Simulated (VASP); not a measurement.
Write the native input for VASP 6.6.1 that does the following.

* Task: single point
* Functional: PBEsol
* Potentials or basis: VASP PAW PBE potentials, release 64 (Al, Mo_sv, As)
* Cutoff: 520 eV
* k mesh: 2 × 4 × 4
* Occupations: fermi-dirac, width 0.05 eV
* Spin: no spin polarisation
* Dipole correction: no
* Further INCAR settings: ALGO = Normal; EDIFF = 1e-06; NBANDS = 43

The structure of AlMoAs3 lies in POSCAR:

```
AlMoAs3
1.0
    9.1649331251     -1.2255324316      0.2513657467
   -0.6231908897      4.9055228259      0.5965897263
    0.1203634104      0.5959180078      4.7912875039
Al Mo As
2 2 6
Direct
   -0.0959490337      0.1575728257      0.0550378841
    0.5725321585      0.0466401101      0.1011461692
    0.2562410583      0.4764308412      0.3800271049
    0.7451282012      0.4400081923      0.6870301106
   -0.0063413318      0.4631767790      0.4552270896
    0.3110109747      0.0160746850      0.2747367817
    0.1815530413      0.2864973448     -0.0912439847
    0.5117807099      0.5183973694      0.4905164496
    0.7228461901     -0.0374259888      0.5477057622
    0.8070768048      0.6246154861      0.1149419172
```

One way to write it, as run:

INCAR

```
ALGO     = Normal         # electronic algorithm
EDIFF    = 1E-6           # SCF threshold, eV
ENCUT    = 520            # plane-wave cutoff, eV
GGA      = PS             # functional
ISIF     = 2              # what is computed and relaxed
ISMEAR   = -1             # smearing method
LASPH    = T              # aspherical terms in the spheres
LCHARG   = F              # write CHGCAR
LREAL    = F              # projectors in reciprocal space
LWAVE    = F              # write WAVECAR
NBANDS   = 43             # bands
NELM     = 60             # most SCF steps
PREC     = Accurate       # precision mode
SIGMA    = 0.05           # smearing width, eV
```

KPOINTS

```
k-points
0
Gamma
  2 4 4
```

Potentials or basis: VASP PAW PBE potentials, release 64 (Al, Mo_sv, As).

Command:

```sh
$ cat potpaw_PBE.64/Al/POTCAR potpaw_PBE.64/Mo_sv/POTCAR potpaw_PBE.64/As/POTCAR > POTCAR
$ mpirun -np 1 vasp_std > vasp.out
```

Results of the run:

| Item | Value |
| --- | --- |
| Pressure | 0.3 GPa |
| Largest force | 0.030 eV/Å |
| Band gap on the k mesh | zero (band 32 reaches 6.09 eV, above the bottom of band 33 at 5.54 eV) |

Caveat: the PAW data sets were made with another functional, which shifts forces and pressure a little.

It took 4 min on 1 thread of Intel Xeon 6975P-C (shared host), peak memory 0.39 GiB.
